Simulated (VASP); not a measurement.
# Nb (Im-3m) in VASP: single point with r2SCAN

Aim: the single point of Nb with r2SCAN.

Everything below comes from runs of VASP 6.6.1. Logs are shortened: lines on timing, memory, paths and dates and some standing lists are left out, and cuts for length are marked.

## Step 1: The cell of the first run

It takes space group Im-3m (No. 229, cubic). The conventional cell has a = 3.304 Å, b = 3.304 Å, c = 3.304 Å, α = 90.00°, β = 90.00°, γ = 90.00°. Within 3.8 Å of Nb (site symmetry m-3m) lie 14 Nb at 2.86 to 3.30 Å.

## Step 2: Single point, r2SCAN

Contents of POSCAR:

```
Nb
1.0
   -1.6519635283      1.6519635283      1.6519635283
    1.6519635283     -1.6519635283      1.6519635283
    1.6519635283      1.6519635283     -1.6519635283
Nb
1
Direct
    0.0000000000      0.0000000000      0.0000000000
```

Contents of INCAR.step1:

```
PREC     = Accurate       # precision mode
ENCUT    = 520            # plane-wave cutoff, eV
ISMEAR   = -1             # smearing method
SIGMA    = 0.08           # smearing width, eV
LREAL    = F              # projectors in reciprocal space
LASPH    = T              # aspherical terms in the spheres
NELM     = 60             # most SCF steps
NBANDS   = 12             # bands
GGA      = PE             # functional
ALGO     = Normal         # electronic algorithm
EDIFF    = 1E-4           # SCF threshold, eV
LWAVE    = T              # write WAVECAR
LCHARG   = F              # write CHGCAR
```

Contents of INCAR.step2:

```
PREC     = Accurate       # precision mode
ENCUT    = 520            # plane-wave cutoff, eV
EDIFF    = 1E-7           # SCF threshold, eV
ISMEAR   = -1             # smearing method
SIGMA    = 0.08           # smearing width, eV
LREAL    = F              # projectors in reciprocal space
LASPH    = T              # aspherical terms in the spheres
NELM     = 60             # most SCF steps
ALGO     = Normal         # electronic algorithm
ISIF     = 2              # what is computed and relaxed
LWAVE    = F              # write WAVECAR
LCHARG   = F              # write CHGCAR
METAGGA  = R2SCAN         # meta-GGA
LMIXTAU  = T            
NBANDS   = 12             # bands
ISTART   = 1
```

Contents of KPOINTS:

```
Automatic mesh
0
Gamma
  24 24 24
```

Potentials or basis: VASP PAW PBE potentials, release 64 (Nb_sv).

Run with:

```bash
$ cat potpaw_PBE.64/Nb_sv/POTCAR > POTCAR
$ cp INCAR.step1 INCAR
$ mpirun -np 1 vasp_std > vasp.out
$ cp INCAR.step2 INCAR
$ mpirun -np 1 vasp_std > vasp.out
```

OUTCAR:

```text
PREC = Accurate
   ENCUT = 520
   EDIFF = 1E-7
   ISMEAR = -1
   LREAL = F
   LASPH = T
   NELM = 60
   ISIF = 2
   METAGGA = R2SCAN
   ISTART = 1

 ion  position               nearest neighbor table
   1  0.000  0.000  0.000-

  LATTYP: Found a body centered cubic cell.
 ALAT       =     3.3039270566

  Lattice vectors:

 A1 = (  -1.6519635283,   1.6519635283,   1.6519635283)
 A2 = (   1.6519635283,  -1.6519635283,   1.6519635283)
 A3 = (   1.6519635283,   1.6519635283,  -1.6519635283)

Analysis of symmetry for initial positions (statically):
=====================================================================
 Subroutine PRICEL returns:
 Original cell was already a primitive cell.

 Routine SETGRP: Setting up the symmetry group for a
 body centered cubic supercell.

 Subroutine GETGRP returns: Found 48 space group operations
 (whereof 48 operations were pure point group operations)
 out of a pool of 48 trial point group operations.

The static configuration has the point symmetry O_h .

Analysis of symmetry for dynamics (positions and initial velocities):
=====================================================================
 Subroutine PRICEL returns:
 Original cell was already a primitive cell.

 Routine SETGRP: Setting up the symmetry group for a
 body centered cubic supercell.

 Subroutine GETGRP returns: Found 48 space group operations
 (whereof 48 operations were pure point group operations)
 out of a pool of 48 trial point group operations.

The dynamic configuration has the point symmetry O_h .

 Subroutine INISYM returns: Found 48 space group operations
 (whereof 48 operations are pure point group operations),
 and found     1 'primitive' translations

----------------------------------------------------------------------------------------

                                     Primitive cell

  volume of cell :      18.0327

  direct lattice vectors                    reciprocal lattice vectors
    -1.651963528  1.651963528  1.651963528     0.000000000  0.302670120  0.302670120
     1.651963528 -1.651963528  1.651963528     0.302670120  0.000000000  0.302670120
     1.651963528  1.651963528 -1.651963528     0.302670120  0.302670120  0.000000000

  length of vectors
     2.861284763  2.861284763  2.861284763     0.428040189  0.428040189  0.428040189

  position of ions in fractional coordinates (direct lattice)
     0.000000000  0.000000000  0.000000000

  ion indices of the primitive-cell ions
   primitive index   ion index
                 1           1

----------------------------------------------------------------------------------------

 KPOINTS: Automatic mesh

Automatic generation of k-mesh.
 Grid dimensions read from file:
 generate k-points for:   24   24   24

 Generating k-lattice:

  Cartesian coordinates                     Fractional coordinates (reciprocal lattice)
     0.000000000  0.012611255  0.012611255     0.041666667  0.000000000  0.000000000
     0.012611255  0.000000000  0.012611255     0.000000000  0.041666667  0.000000000
     0.012611255  0.012611255  0.000000000     0.000000000  0.000000000  0.041666667

  Length of vectors
     0.017835008  0.017835008  0.017835008

  Shift w.r.t. Gamma in fractional coordinates (k-lattice)
     0.000000000  0.000000000  0.000000000

 Subroutine IBZKPT returns following result:
 ===========================================

 Found    413 irreducible k-points:

 Following reciprocal coordinates:
            Coordinates               Weight
  0.000000  0.000000  0.000000      1.000000
  0.041667  0.000000  0.000000     12.000000
  0.083333  0.000000  0.000000     12.000000
  0.125000  0.000000  0.000000     12.000000
  0.166667  0.000000  0.000000     12.000000
  0.208333  0.000000  0.000000     12.000000
[... 16 lines left out ...]
  0.416667  0.041667  0.000000     48.000000
  0.458333  0.041667  0.000000     48.000000
 [... further k-points ...]
   k-points           NKPTS =    413   k-points in BZ     NKDIM =    413   number of bands    NBANDS=     12
   number of dos      NEDOS =    301   number of ions     NIONS =      1
   total plane-waves  NPLWV =  13824
   dimension x,y,z NGX =    24 NGY =   24 NGZ =   24
   dimension x,y,z NGXF=    48 NGYF=   48 NGZF=   48
   ions per type =               1
   NGX,Y,Z   is equivalent  to a cutoff of  13.94, 13.94, 13.94 a.u.
   NGXF,Y,Z  is equivalent  to a cutoff of  27.89, 27.89, 27.89 a.u.
 SYSTEM =  unknown system
   PREC   = accura    normal or accurate (medium, high low for compatibility)
   ISTART =      1    job   : 0-new  1-cont  2-samecut
   ICHARG =      0    charge: 1-file 2-atom 10-const
   ISPIN  =      1    spin polarized calculation?
   LNONCOLLINEAR =      F non collinear calculations
   LSORBIT =      F    spin-orbit coupling
   LASPH  =      T    aspherical Exc in radial PAW
   ENCUT  =  520.0 eV  38.22 Ry    6.18 a.u.   5.32  5.32  5.32*2*pi/ulx,y,z
   NELM   =     60;   NELMIN=  2; NELMDL=  0     # of ELM steps
   EDIFF  = 0.1E-06   stopping-criterion for ELM
   LREAL  =      F    real-space projection
   EDIFFG = 0.1E-05   stopping-criterion for IOM
   NSW    =      0    number of steps for IOM
   IBRION =     -1    ionic relax: 0-MD 1-quasi-New 2-CG
   NFREE  =      0    steps in history (QN), initial steepest desc. (CG)
   ISIF   =      2    stress and relaxation
   ISYM   =      2    0-nonsym 1-usesym 2-fastsym
   POTIM  = 0.5000    time-step for ionic-motion
   TEBEG  =    0.0;   TEEND  =   0.0 temperature during run
   PSTRESS=    0.0 pullay stress
   NELECT =      13.0000    total number of electrons
   NUPDOWN=      -1.0000    fix difference up-down
   EMIN   =  10.00;   EMAX   =-10.00  energy-range for DOS
   EFERMI =   0.00;   METHOD = LEGACY
   ISMEAR =    -1;   SIGMA  =   0.08  broadening in eV -4-tet -1-fermi 0-gaus
   EFERMI_NEDOS =   21; number of points for ismear=-14 and -15
   IALGO  =     38    algorithm
   IMIX   =      4    mixing-type and parameters
     AMIX     =   0.40;   BMIX     =  1.00
     AMIX_MAG =   1.60;   BMIX_MAG =  1.00
  volume/ion in A,a.u.               =      18.03       121.69
  Fermi-wavevector in a.u.,A,eV,Ry     =   1.467919  2.773965 29.317656  2.154787
  Thomas-Fermi vector in A             =   2.583479
   LORBIT       =      0    0 simple, 1 ext, 2 COOP (PROOUT), +10 PAW based schemes
   METAGGA = R2SCAN    functional components
   LHFCALC =     F    Hartree Fock is set to
   AEXX    =    0.0000 exact exchange contribution
   IVDW    =     0    specifies the selected vdW correction
   LEPSILON=     F    determine dielectric tensor
   LRPA    =     F    only Hartree local field effects (RPA)
 non-spin polarized calculation
  energy-cutoff  :      520.00
  volume of cell :       18.03
 maximum number of plane-waves:       498
 NGX is ok and might be reduce to    24
   NGX = 11   NGY = 11   NGZ = 11

 number of electron      13.0000000 magnetization

 Free energy of the ion-electron system (eV)
  ---------------------------------------------------
  ext. energy  EPLUGINS =         0.00000000
  ---------------------------------------------------
  free energy    TOTEN  =       -24.85767988 eV

  energy without entropy =      -24.82762500  energy(sigma->0) =      -24.84265244

 E-fermi :  11.1324     XC(G=0): -13.6194

 val. band max:       11.1239151610   @ k =   0.1667   0.0417   0.0000
 cond. band min:      11.1345639813   @ k =  -0.4167   0.4167   0.1250
 fundamental gap:      0.0106488203
 Fermi energy:        11.1324147989

 k-point     1 :       0.0000    0.0000    0.0000
  band No.  band energies     occupation
      1     -45.0331      2.00000
      2     -19.5753      2.00000
      3     -19.5753      2.00000
      4     -19.5753      2.00000
      5       4.8357      2.00000
      6      11.5660      0.00882
      7      11.5660      0.00882
      8      11.5660      0.00882
      9      14.6856      0.00000
     10      14.6856      0.00000
     11      25.9946      0.00000
     12      25.9946      0.00000

 k-point     2 :       0.0417    0.0000    0.0000
  band No.  band energies     occupation
      1     -45.0287      2.00000
      2     -19.6019      2.00000
      3     -19.5833      2.00000
      4     -19.5755      2.00000
      5       4.9113      2.00000
      6      11.5180      0.01601
      7      11.5546      0.01016
      8      11.6374      0.00362
      9      14.6079      0.00000
     10      14.6847      0.00000
     11      26.0582      0.00000
     12      26.1260      0.00000

 k-point     3 :       0.0833    0.0000    0.0000
  band No.  band energies     occupation
      1     -45.0156      2.00000
      2     -19.6796      2.00000
      3     -19.6066      2.00000
      4     -19.5762      2.00000
      5       5.1333      2.00000
      6      11.3807      0.08595
      7      11.5124      0.01715
      8      11.8502      0.00025
      9      14.4142      0.00000
     10      14.6849      0.00000
     11      26.2305      0.00000
     12      26.5133      0.00000

 k-point     4 :       0.1250    0.0000    0.0000
  band No.  band energies     occupation
      1     -44.9947      2.00000
      2     -19.8017      2.00000
      3     -19.6435      2.00000
      4     -19.5773      2.00000
      5       5.4844      2.00000
      6      11.1719      0.75787
      7      11.4202      0.05334
      8      12.1999      0.00000
      9      14.1989      0.00000
     10      14.6922      0.00000
     11      26.4501      0.00000
     12      27.1350      0.00000

 k-point     5 :       0.1667    0.0000    0.0000
  band No.  band energies     occupation
      1     -44.9674      2.00000
      2     -19.9582      2.00000
      3     -19.6912      2.00000
      4     -19.5787      2.00000
      5       5.9326      2.00000
      6      10.9155      1.87536
      7      11.2708      0.30108
      8      12.6785      0.00000
      9      14.0568      0.00000
     10      14.7149      0.00000
     11      26.5988      0.00000
     12      27.8449      0.00000
[... 228 lines left out ...]
      1     -44.8170      2.00000
      2     -20.7507      2.00000
      3     -19.9447      2.00000
      4     -19.5967      2.00000
      5       7.4256      2.00000
      6       9.7689      2.00000
      7      11.6664      0.00252
      8      14.4722      0.00000
      9      15.1872      0.00000
     10      16.0639      0.00000
     11      24.5867      0.00000
     12      25.7274      0.00000

 k-point    22 :       0.3750    0.0417    0.0000
  band No.  band energies     occupation
      1     -44.7920      2.00000
      2     -20.8742      2.00000
      3     -19.9864      2.00000
      4     -19.5982      2.00000
      5       7.3873      2.00000
      6       9.6055      2.00000
      7      12.2460      0.00000
      8      14.6188      0.00000
      9      15.3145      0.00000
     10      16.8324      0.00000
     11      24.0204      0.00000
     12      24.8655      0.00000

 k-point    23 :       0.4167    0.0417    0.0000
  band No.  band energies     occupation
      1     -44.7743      2.00000
      2     -20.9607      2.00000
      3     -20.0157      2.00000
      4     -19.5992      2.00000
      5       7.3232      2.00000
      6       9.4936      2.00000
      7      12.7938      0.00000
      8      14.6816      0.00000
      9      15.4356      0.00000
     10      17.4560      0.00000
     11      23.6111      0.00000
     12      24.1846      0.00000

 k-point    24 :       0.4583    0.0417    0.0000
  band No.  band energies     occupation
      1     -44.7651      2.00000
      2     -21.0052      2.00000
      3     -20.0308      2.00000
      4     -19.5997      2.00000
      5       7.2809      2.00000
      6       9.4367      2.00000
      7      13.1447      0.00000
      8      14.6756      0.00000
      9      15.5154      0.00000
     10      17.8153      0.00000
     11      23.3967      0.00000
     12      23.8038      0.00000

 [... further k-points ...]
[... 5 lines left out ...]
  --------------------------------------------------------------------------------------
  -------------------------------------------------------------------------------------
  Total       -0.0236493     -0.0236493     -0.0236493     -0.0000000      0.0000000      0.0000000
  in kB       -2.1012043     -2.1012043     -2.1012043     -0.0000000      0.0000000      0.0000000
  external PRESSURE =      -2.1012043 kB  Pullay stress =       0.0000000 kB

 VOLUME and BASIS-vectors are now :
 -----------------------------------------------------------------------------
  energy-cutoff  :      520.00
  volume of cell :       18.03
      direct lattice vectors                 reciprocal lattice vectors
    -1.651963528  1.651963528  1.651963528     0.000000000  0.302670120  0.302670120
     1.651963528 -1.651963528  1.651963528     0.302670120  0.000000000  0.302670120
     1.651963528  1.651963528 -1.651963528     0.302670120  0.302670120  0.000000000

 POSITION                                       TOTAL-FORCE (eV/Angst)
 -----------------------------------------------------------------------------------
      0.00000      0.00000      0.00000        -0.000000      0.000000      0.000000
 -----------------------------------------------------------------------------------
    total drift:                               -0.000000      0.000000      0.000000

  FREE ENERGIE OF THE ION-ELECTRON SYSTEM (eV)
  ---------------------------------------------------
  free  energy   TOTEN  =       -24.8576798780 eV

  energy  without entropy=      -24.8276250047  energy(sigma->0) =      -24.84265244
```

Wall time 17 min (1 thread of AMD EPYC 7R13, shared host); peak memory 0.18 GiB.

What came out:

```
Free energy : -24.8577 eV
Pressure    : -0.2 GPa
```

Levels at points of the mesh, in eV from the Fermi level:
```
           k point  band 3  band 4  band 5  band 6  band 7  band 8  band 9  band 10
(0.00, 0.00, 0.00)  -30.71  -30.71   -6.30    0.43    0.43    0.43    3.55     3.55
(0.50, 0.00, 0.00)  -31.16  -30.72   -3.91   -1.72    2.23    3.57    4.29     6.64
(0.50, 0.50, 0.50)  -31.69  -31.69   -3.89   -3.89    5.85    5.85    5.85     9.50
```

Caveat: the PAW data sets were made with another functional, which shifts forces and pressure a little.
